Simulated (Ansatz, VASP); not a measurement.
# CsMgBiO3 in VASP and in Ansatz

```
Cs Mg Bi O
1.0
     3.18080    1.83643    3.91757
    -3.18080    1.83643    3.91757
     0.00000   -3.67287    3.91757
Cs Mg Bi O
1 1 1 3
Direct
  0.89555 0.89555 0.89555
  0.31242 0.31242 0.31242
  0.57000 0.57000 0.57000
  0.49561 0.98061 0.49561
  0.49561 0.49561 0.98061
  0.98061 0.49561 0.49561
```

Alike in both runs: functional PBEsol; k mesh 4 × 4 × 4; occupations fermi-dirac, width 0.01 eV; no spin polarisation.

Ansatz relaxed the structure, and its values are those at the end. VASP's run is a single point on that final structure, the one shown.

|  | VASP | Ansatz |
| --- | --- | --- |
| version | VASP 6.6.1 | Ansatz 0.2.0 |
| potentials or method | VASP PAW PBE potentials, release 64 (Cs_sv, Mg_sv, Bi_d, O) | plane waves, PAW |
| plane-wave cutoff (eV) | 840 | 420 |
| valence electrons in the cell | 52 | 52 |

VASP gave:

| Item | Value |
| --- | --- |
| pressure (GPa) | 0.2 |
| rms of the force components (eV/Å) | 0.024 |

Task: Estimate Ansatz's values.

Result: Pressure (GPa): 0.0; rms of the force components (eV/Å): 0.001.

VASP's potentials were made for PBE, not for PBEsol.

Neither program's run includes spin-orbit coupling.
